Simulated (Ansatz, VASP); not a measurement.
## One calculation of NiO2, two programs

```xyz
3
Lattice="2.7657 0.0000 0.0000 -1.3828 2.3951 0.0000 0.0000 0.0000 5.0387" Properties=species:S:1:pos:R:3 pbc="T T T"
Ni    0.0000    0.0000    2.5194
O     1.3828    0.7984    3.4649
O     0.0000    1.5968    1.5738
```

Alike in both runs: task single point; functional PBEsol; k mesh 12 × 12 × 6; occupations gaussian, width 0.05 eV; no spin polarisation.

|  | VASP | Ansatz |
| --- | --- | --- |
| version | VASP 6.6.1 | Ansatz 0.2.0 |
| potentials or method | VASP PAW PBE potentials, release 64 (Ni, O), cutoff 520 eV | scalar-relativistic, plane waves, PAW |
| valence electrons in the cell | 22 | 30 |

Ansatz gave:

| Property | Result |
| --- | --- |
| gap on the k mesh at the Fermi level (eV) | 1.11 |
| least direct gap on the mesh (eV) | 1.33 |
| pressure (GPa) | 1.1 |
| traceless stress, the component that is largest in VASP (GPa) | -1.81 |
| rms of the force components (eV/Å) | 0.035 |

Problem. Which values does VASP return?

Solution. gap on the k mesh at the Fermi level (eV): 1.08; least direct gap on the mesh (eV): 1.31; pressure (GPa): 1.8; traceless stress, the component that is largest in VASP (GPa): -2.10; rms of the force components (eV/Å): 0.002.

VASP's potentials were made for PBE, not for PBEsol. Atom by atom the forces differ by 0.033 eV/Å (rms over components). VASP's potentials hold 22 valence electrons a cell and Ansatz's 30, so a difference there can come from the potentials and not from the codes.
